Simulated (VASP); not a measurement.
# Cs3Ge2S3 (R-3m) in VASP: further runs

The runs below take Cs3Ge2S3 through single point, relaxation of cell and atoms, with PBE.

Everything below comes from runs of VASP 6.6.1. Logs are shortened: lines on timing, memory, paths and dates and some standing lists are left out, and cuts for length are marked.

## (1) The cell of the first run

It takes space group R-3m (No. 166, trigonal). The conventional cell has a = 6.514 Å, b = 6.514 Å, c = 22.616 Å, α = 90.00°, β = 90.00°, γ = 120.00°. Within 5.4 Å of Cs (site symmetry -3m) lie 6 Ge at 4.13 Å and 6 S at 4.21 Å and 6 Cs at 4.23 Å. Cs (site symmetry 3m) has 4 Cs at 3.65 to 4.23 Å and 4 Ge at 3.65 to 3.77 Å and 6 S at 3.73 Å within 4.8 Å. Ge (site symmetry 3m) has 3 S at 2.79 Å and 4 Cs at 3.65 to 3.77 Å within 3.8 Å. Within 3.8 Å of S (site symmetry 2/m) lie 2 Ge at 2.79 Å and 4 S at 3.26 Å and 4 Cs at 3.73 Å.

The cell was built from a structure type or drawn by symmetry, and may not be a known phase.

## (2) Single point, PBE

INCAR

```
SYSTEM = Cs3Ge2S3
PREC = Accurate
ENCUT = 520
EDIFF = 1E-7
ISMEAR = 0
SIGMA = 0.1
LREAL = .FALSE.
LASPH = .TRUE.
NELM = 80
ALGO = Normal
ISIF = 2
LWAVE = .FALSE.
LCHARG = .FALSE.
GGA = PE
NBANDS = 46
```

KPOINTS

```
regular mesh
0
G
  3 3 3
  0 0 0
```

POSCAR

```
Cs3Ge2S3
1.0
    3.2568108800      1.8803206400      7.5386219300
   -3.2568108800      1.8803206400      7.5386219300
    0.0000000000     -3.7606412700      7.5386219300
Cs Ge S
3 2 3
Direct
    0.5000000000      0.5000000000      0.5000000000
    0.0807000000      0.0807000000      0.0807000000
    0.9193000000      0.9193000000      0.9193000000
    0.2423000000      0.2423000000      0.2423000000
    0.7577000000      0.7577000000      0.7577000000
    0.5000000000      0.5000000000      0.0000000000
    0.0000000000      0.5000000000      0.5000000000
    0.5000000000      0.0000000000      0.5000000000
```

Potentials or basis: VASP PAW PBE potentials, release 64 (Cs_sv, Ge_d, S).

Run with:

```
cat potpaw_PBE.64/Cs_sv/POTCAR potpaw_PBE.64/Ge_d/POTCAR potpaw_PBE.64/S/POTCAR > POTCAR
mpirun -np 1 vasp_std > vasp.out
```

OUTCAR:

```text
SYSTEM = Cs3Ge2S3
   PREC = Accurate
   ENCUT = 520
   EDIFF = 1E-7
   ISMEAR = 0
   LREAL = .FALSE.
   LASPH = .TRUE.
   NELM = 80
   ISIF = 2
   GGA = PE

 ion  position               nearest neighbor table
   1  0.500  0.500  0.500-
   2  0.081  0.081  0.081-
   3  0.919  0.919  0.919-
   4  0.242  0.242  0.242-   7 2.79   8 2.79   6 2.79
   5  0.758  0.758  0.758-   7 2.79   8 2.79   6 2.79
   6  0.500  0.500  0.000-   4 2.79   5 2.79
   7  0.000  0.500  0.500-   4 2.79   5 2.79
   8  0.500  0.000  0.500-   4 2.79   5 2.79

  LATTYP: Found a trigonal (rhomboedric) cell.
 ALAT       =     8.4245619127
 COS(alpha) =     0.7011037797

  Lattice vectors:

 A1 = (   3.2568108800,   1.8803206400,   7.5386219300)
 A2 = (  -3.2568108800,   1.8803206400,   7.5386219300)
 A3 = (   0.0000000000,  -3.7606412700,   7.5386219300)

Analysis of symmetry for initial positions (statically):
=====================================================================
 Subroutine PRICEL returns:
 Original cell was already a primitive cell.

 Routine SETGRP: Setting up the symmetry group for a
 trigonal (rhombohedral) supercell.

 Subroutine GETGRP returns: Found 12 space group operations
 (whereof 12 operations were pure point group operations)
 out of a pool of 12 trial point group operations.

The static configuration has the point symmetry D_3d.

Analysis of symmetry for dynamics (positions and initial velocities):
=====================================================================
 Subroutine PRICEL returns:
 Original cell was already a primitive cell.

 Routine SETGRP: Setting up the symmetry group for a
 trigonal (rhombohedral) supercell.

 Subroutine GETGRP returns: Found 12 space group operations
 (whereof 12 operations were pure point group operations)
 out of a pool of 12 trial point group operations.

The dynamic configuration has the point symmetry D_3d.

 Subroutine INISYM returns: Found 12 space group operations
 (whereof 12 operations are pure point group operations),
 and found     1 'primitive' translations

----------------------------------------------------------------------------------------

                                     Primitive cell

  volume of cell :     276.9923

  direct lattice vectors                    reciprocal lattice vectors
     3.256810880  1.880320640  7.538621930     0.153524420  0.088637365  0.044216746
    -3.256810880  1.880320640  7.538621930    -0.153524420  0.088637365  0.044216746
     0.000000000 -3.760641270  7.538621930     0.000000000 -0.177274730  0.044216746

  length of vectors
     8.424561913  8.424561913  8.424561909     0.182705913  0.182705913  0.182705913

  position of ions in fractional coordinates (direct lattice)
     0.500000000  0.500000000  0.500000000
     0.080700000  0.080700000  0.080700000
     0.919300000  0.919300000  0.919300000
     0.242300000  0.242300000  0.242300000
     0.757700000  0.757700000  0.757700000
     0.500000000  0.500000000  0.000000000
     0.000000000  0.500000000  0.500000000
     0.500000000  0.000000000  0.500000000

  ion indices of the primitive-cell ions
   primitive index   ion index
                 1           1
                 2           2
                 3           3
                 4           4
                 5           5
                 6           6
                 7           7
                 8           8

----------------------------------------------------------------------------------------

 KPOINTS: regular mesh

Automatic generation of k-mesh.
 Grid dimensions read from file:
 generate k-points for:    3    3    3

 Generating k-lattice:

  Cartesian coordinates                     Fractional coordinates (reciprocal lattice)
     0.051174807  0.029545788  0.014738915     0.333333333  0.000000000  0.000000000
    -0.051174807  0.029545788  0.014738915     0.000000000  0.333333333  0.000000000
     0.000000000 -0.059091577  0.014738915    -0.000000000 -0.000000000  0.333333333

  Length of vectors
     0.060901971  0.060901971  0.060901971

  Shift w.r.t. Gamma in fractional coordinates (k-lattice)
     0.000000000  0.000000000  0.000000000

 Subroutine IBZKPT returns following result:
 ===========================================

 Found      6 irreducible k-points:

 Following reciprocal coordinates:
            Coordinates               Weight
  0.000000  0.000000  0.000000      1.000000
  0.333333 -0.000000 -0.000000      6.000000
  0.333333  0.333333 -0.000000      6.000000
 -0.333333  0.333333  0.000000      6.000000
  0.333333  0.333333  0.333333      2.000000
 -0.333333  0.333333  0.333333      6.000000
   k-points           NKPTS =      6   k-points in BZ     NKDIM =      6   number of bands    NBANDS=     46
   number of dos      NEDOS =    301   number of ions     NIONS =      8
   total plane-waves  NPLWV = 262144
   dimension x,y,z NGX =    64 NGY =   64 NGZ =   64
   dimension x,y,z NGXF=   128 NGYF=  128 NGZF=  128
   ions per type =               3   2   3
   NGX,Y,Z   is equivalent  to a cutoff of  12.63, 12.63, 12.63 a.u.
   NGXF,Y,Z  is equivalent  to a cutoff of  25.26, 25.26, 25.26 a.u.
 SYSTEM =  Cs3Ge2S3
   PREC   = accura    normal or accurate (medium, high low for compatibility)
   ISTART =      0    job   : 0-new  1-cont  2-samecut
   ICHARG =      2    charge: 1-file 2-atom 10-const
   ISPIN  =      1    spin polarized calculation?
   LNONCOLLINEAR =      F non collinear calculations
   LSORBIT =      F    spin-orbit coupling
   LASPH  =      T    aspherical Exc in radial PAW
   ENCUT  =  520.0 eV  38.22 Ry    6.18 a.u.  15.66 15.66 15.66*2*pi/ulx,y,z
   NELM   =     80;   NELMIN=  2; NELMDL= -5     # of ELM steps
   EDIFF  = 0.1E-06   stopping-criterion for ELM
   LREAL  =      F    real-space projection
   EDIFFG = 0.1E-05   stopping-criterion for IOM
   NSW    =      0    number of steps for IOM
   IBRION =     -1    ionic relax: 0-MD 1-quasi-New 2-CG
   NFREE  =      0    steps in history (QN), initial steepest desc. (CG)
   ISIF   =      2    stress and relaxation
   ISYM   =      2    0-nonsym 1-usesym 2-fastsym
   POTIM  = 0.5000    time-step for ionic-motion
   TEBEG  =    0.0;   TEEND  =   0.0 temperature during run
   PSTRESS=    0.0 pullay stress
   NELECT =      73.0000    total number of electrons
   NUPDOWN=      -1.0000    fix difference up-down
   EMIN   =  10.00;   EMAX   =-10.00  energy-range for DOS
   EFERMI =   0.00;   METHOD = LEGACY
   ISMEAR =     0;   SIGMA  =   0.10  broadening in eV -4-tet -1-fermi 0-gaus
   EFERMI_NEDOS =   21; number of points for ismear=-14 and -15
   IALGO  =     38    algorithm
   IMIX   =      4    mixing-type and parameters
     AMIX     =   0.40;   BMIX     =  1.00
     AMIX_MAG =   1.60;   BMIX_MAG =  1.00
  volume/ion in A,a.u.               =      34.62       233.65
  Fermi-wavevector in a.u.,A,eV,Ry     =   1.049607  1.983469 14.989186  1.101674
  Thomas-Fermi vector in A             =   2.184576
   LORBIT       =      0    0 simple, 1 ext, 2 COOP (PROOUT), +10 PAW based schemes
   GGA     = PE    functional components
   LHFCALC =     F    Hartree Fock is set to
   AEXX    =    0.0000 exact exchange contribution
   IVDW    =     0    specifies the selected vdW correction
   LEPSILON=     F    determine dielectric tensor
   LRPA    =     F    only Hartree local field effects (RPA)
 non-spin polarized calculation
 Gauss-broadening in eV      SIGMA  =   0.10
  energy-cutoff  :      520.00
  volume of cell :      276.99
 maximum number of plane-waves:      7473
 NGX is ok and might be reduce to    64
   NGX = 31   NGY = 31   NGZ = 31

 number of electron      72.9999998 magnetization

 Free energy of the ion-electron system (eV)
  ---------------------------------------------------
  ext. energy  EPLUGINS =         0.00000000
  ---------------------------------------------------
  free energy    TOTEN  =       -24.40978137 eV

  energy without entropy =      -24.36494195  energy(sigma->0) =      -24.38736166

 E-fermi :   2.7701     XC(G=0):  -8.4441

 val. band max:        2.7645879656   @ k =   0.3333  -0.0000  -0.0000
 cond. band min:       2.8377732504   @ k =  -0.3333   0.3333   0.3333
 fundamental gap:      0.0731852849
 Fermi energy:         2.7701345774

 k-point     1 :       0.0000    0.0000    0.0000
  band No.  band energies     occupation
      1     -22.2294      2.00000
      2     -22.2292      2.00000
      3     -22.2216      2.00000
      4     -22.2216      2.00000
      5     -22.2212      2.00000
      6     -22.2212      2.00000
[... 38 lines left out ...]
     45       6.3114      0.00000
     46       6.8064      0.00000

 k-point     2 :       0.3333   -0.0000   -0.0000
  band No.  band energies     occupation
      1     -22.2293      2.00000
      2     -22.2292      2.00000
      3     -22.2216      2.00000
      4     -22.2215      2.00000
      5     -22.2213      2.00000
      6     -22.2213      2.00000
[... 38 lines left out ...]
     45       6.4409      0.00000
     46       6.6376      0.00000

 k-point     3 :       0.3333    0.3333   -0.0000
  band No.  band energies     occupation
      1     -22.2293      2.00000
      2     -22.2292      2.00000
      3     -22.2216      2.00000
      4     -22.2215      2.00000
      5     -22.2213      2.00000
      6     -22.2212      2.00000
[... 38 lines left out ...]
     45       6.3916      0.00000
     46       6.7765      0.00000

 k-point     4 :      -0.3333    0.3333    0.0000
  band No.  band energies     occupation
      1     -22.2292      2.00000
      2     -22.2292      2.00000
      3     -22.2216      2.00000
      4     -22.2215      2.00000
      5     -22.2213      2.00000
      6     -22.2212      2.00000
[... 38 lines left out ...]
     45       6.1658      0.00000
     46       6.9201      0.00000

 k-point     5 :       0.3333    0.3333    0.3333
  band No.  band energies     occupation
      1     -22.2294      2.00000
      2     -22.2292      2.00000
      3     -22.2215      2.00000
      4     -22.2215      2.00000
      5     -22.2213      2.00000
      6     -22.2213      2.00000
[... 38 lines left out ...]
     45       6.2979      0.00000
     46       6.8226      0.00000

 k-point     6 :      -0.3333    0.3333    0.3333
  band No.  band energies     occupation
      1     -22.2293      2.00000
      2     -22.2292      2.00000
      3     -22.2216      2.00000
      4     -22.2215      2.00000
      5     -22.2213      2.00000
      6     -22.2212      2.00000
[... 38 lines left out ...]
     45       6.3229      0.00000
     46       6.7718      0.00000

------------------------ aborting loop because EDIFF is reached ----------------------------------------

  FORCE on cell =-STRESS in cart. coord.  units (eV):
  Direction    XX          YY          ZZ          XY          YZ          ZX
  --------------------------------------------------------------------------------------
  -------------------------------------------------------------------------------------
  Total       -1.2316392     -1.2316392     -9.7678119      0.0000000     -0.0000000      0.0000000
  in kB       -7.1240411     -7.1240411    -56.4989276      0.0000000     -0.0000000      0.0000000
  external PRESSURE =     -23.5823366 kB  Pullay stress =       0.0000000 kB

 VOLUME and BASIS-vectors are now :
 -----------------------------------------------------------------------------
  energy-cutoff  :      520.00
  volume of cell :      276.99
      direct lattice vectors                 reciprocal lattice vectors
     3.256810880  1.880320640  7.538621930     0.153524420  0.088637365  0.044216746
    -3.256810880  1.880320640  7.538621930    -0.153524420  0.088637365  0.044216746
     0.000000000 -3.760641270  7.538621930     0.000000000 -0.177274730  0.044216746

 POSITION                                       TOTAL-FORCE (eV/Angst)
 -----------------------------------------------------------------------------------
      0.00000      0.00000     11.30793        -0.000000      0.000000      0.000000
      0.00000      0.00000      1.82510        -0.000000     -0.000000     -0.418884
      0.00000      0.00000     20.79077        -0.000000      0.000000      0.418884
      0.00000      0.00000      5.47982        -0.000000      0.000000      1.782169
      0.00000      0.00000     17.13604        -0.000000     -0.000000     -1.782169
      0.00000      1.88032      7.53862        -0.000000      0.000000     -0.000000
     -1.62841     -0.94016      7.53862         0.000000      0.000000      0.000000
      1.62841     -0.94016      7.53862        -0.000000      0.000000      0.000000
 -----------------------------------------------------------------------------------
    total drift:                                0.000000      0.000000     -0.000000

  FREE ENERGIE OF THE ION-ELECTRON SYSTEM (eV)
  ---------------------------------------------------
  free  energy   TOTEN  =       -24.4097813725 eV

  energy  without entropy=      -24.3649419522  energy(sigma->0) =      -24.38736166
```

It took 2 min on 1 thread of AMD EPYC 9R45 (Zen 5), shared host; peak memory 0.56 GiB.

Results:

```yaml
Free_energy: -24.4098 eV
Pressure: -2.4 GPa
Largest_force: 1.782 eV/Å
Band_gap_on_the_k_mesh: zero (an odd number of electrons rules out a gap without spin polarisation)
```

Forces in eV/Å, atoms in the order of the input:
```
Cs   0.000  0.000  0.000
Cs   0.000  0.000 -0.419
Cs   0.000  0.000  0.419
Ge   0.000  0.000  1.782
Ge   0.000  0.000 -1.782
S    0.000  0.000  0.000
S    0.000  0.000  0.000
S    0.000  0.000  0.000
```

Stress tensor (GPa, compression positive):
```
-0.71  0.00  0.00
 0.00 -0.71  0.00
 0.00  0.00 -5.65
```

Caveat: the k points lie up to 0.38 Å⁻¹ apart, too coarse for converged energies and pressures of a metal; spin-orbit coupling is left out, which moves the levels of the heavy elements; forces of over 1 eV/Å act on the atoms, so gaps and moduli don't describe the material at rest.

## (3) Single point, PBE

This run uses another cell than the first one, of 39.12 Å³/atom.

INCAR

```
PREC = Accurate
ENCUT = 520
EDIFF = 1E-6
ISMEAR = 0
SIGMA = 0.1
LREAL = False
LASPH = True
NELM = 60
ALGO = Normal
ISIF = 2
LWAVE = False
LCHARG = False
GGA = PE
NBANDS = 46
```

KPOINTS

```
Automatic mesh
0
Gamma
  3 3 3
```

POSCAR

```
Cs3Ge2S3
1.0
    3.7459984551      2.1627532179      6.4383772526
   -3.7459984551      2.1627532179      6.4383772526
    0.0000000000     -4.3255064314      6.4383772540
Cs Ge S
3 2 3
Direct
    0.5000000000      0.5000000000      0.5000000000
    0.0915558218      0.0915558218      0.0915558218
    0.9084441782      0.9084441782      0.9084441782
    0.2814922556      0.2814922556      0.2814922556
    0.7185077444      0.7185077444      0.7185077444
    0.5000000000      0.5000000000      0.0000000000
    0.0000000000      0.5000000000      0.5000000000
    0.5000000000      0.0000000000      0.5000000000
```

Potentials or basis: VASP PAW PBE potentials, release 64 (Cs_sv, Ge_d, S).

Run with:

```
cat potpaw_PBE.64/Cs_sv/POTCAR potpaw_PBE.64/Ge_d/POTCAR potpaw_PBE.64/S/POTCAR > POTCAR
mpirun -np 1 vasp_std > vasp.out
```

OUTCAR:

```text
PREC = Accurate
   ENCUT = 520
   EDIFF = 1E-6
   ISMEAR = 0
   LREAL = False
   LASPH = True
   NELM = 60
   ISIF = 2
   GGA = PE

 ion  position               nearest neighbor table
   1  0.500  0.500  0.500-
   2  0.092  0.092  0.092-
   3  0.908  0.908  0.908-
[... 490 lines left out ...]
  -------------------------------------------------------------------------------------
  Total        0.3705528      0.3705528     -0.0606495     -0.0000000     -0.0000000      0.0000000
  in kB        1.8969614      1.8969614     -0.3104816     -0.0000000     -0.0000000      0.0000000
  external PRESSURE =       1.1611471 kB  Pullay stress =       0.0000000 kB

 VOLUME and BASIS-vectors are now :
 -----------------------------------------------------------------------------
  energy-cutoff  :      520.00
  volume of cell :      312.97
      direct lattice vectors                 reciprocal lattice vectors
     3.745998455  2.162753218  6.438377253     0.133475762  0.077062267  0.051772880
    -3.745998455  2.162753218  6.438377253    -0.133475762  0.077062267  0.051772880
     0.000000000 -4.325506431  6.438377254     0.000000000 -0.154124535  0.051772880

 POSITION                                       TOTAL-FORCE (eV/Angst)
 -----------------------------------------------------------------------------------
      0.00000      0.00000      9.65757         0.000000     -0.000000      0.000000
      0.00000      0.00000      1.76841         0.000000     -0.000000     -0.034264
      0.00000      0.00000     17.54672         0.000000      0.000000      0.034264
      0.00000      0.00000      5.43706         0.000000      0.000000      0.032150
      0.00000      0.00000     13.87807         0.000000     -0.000000     -0.032150
      0.00000      2.16275      6.43838         0.000000     -0.000000      0.000000
     -1.87300     -1.08138      6.43838         0.000000     -0.000000      0.000000
      1.87300     -1.08138      6.43838         0.000000     -0.000000      0.000000
 -----------------------------------------------------------------------------------
    total drift:                               -0.000000      0.000000     -0.000000

  FREE ENERGIE OF THE ION-ELECTRON SYSTEM (eV)
  ---------------------------------------------------
  free  energy   TOTEN  =       -28.4647542228 eV

  energy  without entropy=      -28.4526565557  energy(sigma->0) =      -28.45870539
```

OSZICAR:

```text
N       E                     dE             d eps       ncg     rms          rms(c)
DAV:   1     0.746880404707E+03    0.74688E+03   -0.30882E+04   700   0.201E+03
DAV:   2     0.999544919449E+02   -0.64693E+03   -0.62292E+03   632   0.566E+02
DAV:   3    -0.228391044207E+02   -0.12279E+03   -0.12134E+03   642   0.174E+02
DAV:   4    -0.305145511163E+02   -0.76754E+01   -0.76375E+01   680   0.558E+01
DAV:   5    -0.307319340878E+02   -0.21738E+00   -0.21705E+00   674   0.846E+00    0.110E+01
DAV:   6    -0.287561749903E+02    0.19758E+01   -0.41553E+00   770   0.689E+00    0.728E+00
DAV:   7    -0.285002994112E+02    0.25588E+00   -0.18530E+00   728   0.363E+00    0.271E+00
DAV:   8    -0.284742000205E+02    0.26099E-01   -0.36071E-01   756   0.230E+00    0.466E-01
DAV:   9    -0.284643327421E+02    0.98673E-02   -0.12045E-01   784   0.137E+00    0.369E-01
DAV:  10    -0.284646519879E+02   -0.31925E-03   -0.19205E-02   684   0.466E-01    0.968E-02
DAV:  11    -0.284647589411E+02   -0.10695E-03   -0.26414E-03   632   0.203E-01    0.899E-02
DAV:  12    -0.284647598633E+02   -0.92215E-06   -0.72502E-04   694   0.109E-01    0.641E-02
DAV:  13    -0.284647494459E+02    0.10417E-04   -0.59865E-05   672   0.380E-02    0.132E-02
DAV:  14    -0.284647539579E+02   -0.45120E-05   -0.15172E-05   596   0.137E-02    0.643E-03
DAV:  15    -0.284647542228E+02   -0.26490E-06   -0.12187E-06   472   0.620E-03
   1 F= -.28464754E+02 E0= -.28458705E+02  d E =-.120977E-01
```

Wall time 87 s (1 thread of AMD EPYC 9R45 (Zen 5), shared host); peak memory 0.5 GiB.

Results:

| Property | Result |
| --- | --- |
| Free energy | -28.4648 eV |
| Pressure | 0.1 GPa |
| Largest force | 0.034 eV/Å |
| Band gap on the k mesh | zero (an odd number of electrons rules out a gap without spin polarisation) |

Forces in eV/Å, atoms in the order of the input:
```
Cs   0.000  0.000  0.000
Cs   0.000  0.000 -0.034
Cs   0.000  0.000  0.034
Ge   0.000  0.000  0.032
Ge   0.000  0.000 -0.032
S    0.000  0.000  0.000
S    0.000  0.000  0.000
S    0.000  0.000  0.000
```

Stress tensor (GPa, compression positive):
```
 0.19  0.00  0.00
 0.00  0.19  0.00
 0.00  0.00 -0.03
```

Levels at points of the mesh, in eV from the Fermi level:
```tsv
k point	band 34	band 35	band 36	band 37	band 38	band 39	band 40	band 41
(0.00, 0.00, 0.00)	-2.13	-1.82	-1.13	-0.78	0.21	0.21	1.23	2.40
```

Caveat: spin-orbit coupling is left out, which moves the levels of the heavy elements.

(Part 1 of 2 ends here.)
